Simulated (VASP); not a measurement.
## MgS: single point with HF

Crystal: MgS.

```xyz
2
Lattice="0.0000 2.6015 2.6015 2.6015 0.0000 2.6015 2.6015 2.6015 0.0000" Properties=species:S:1:pos:R:3 pbc="T T T"
Mg    0.0000    0.0000    0.0000
S     2.6015    2.6015    2.6015
```

| Quantity | Value |
| --- | --- |
| Program | VASP 6.6.1 |
| Task | single point |
| Functional | HF |
| Potentials or basis | VASP PAW PBE potentials, release 64 (Mg, S) |
| Cutoff | 520 eV |
| k mesh | 6 × 6 × 6 |
| Occupations | gaussian, width 0.01 eV |
| Spin | no spin polarisation |

```
Pressure               : 3.5 GPa
Band gap on the k mesh : 10.16 eV (least direct gap 11.68 eV)
```

Levels at points of the mesh, in eV from the valence-band top:
```tsv
k point	band 1	band 2	band 3	band 4	band 5	band 6	band 7	band 8	band 9
(0.00, 0.00, 0.00)	-17.76	0.00	0.00	0.00	11.68	16.00	16.00	16.00	19.03
(0.50, 0.00, 0.00)	-16.01	-6.42	-0.80	-0.80	12.15	14.89	14.89	19.36	21.29
(0.50, 0.50, 0.00)	-15.49	-5.66	-2.28	-2.28	10.16	11.73	21.58	22.16	22.97
```

It took 15 min on 1 thread of Intel(R) Xeon(R) Platinum 8124M CPU @ 3.00GHz (Skylake/Cascade Lake), on a shared host, peak memory 0.18 GiB.

Caveat: the cell stands under pressure; the PAW data sets were made with another functional, which shifts forces and pressure a little. A k mesh can miss the band edges.
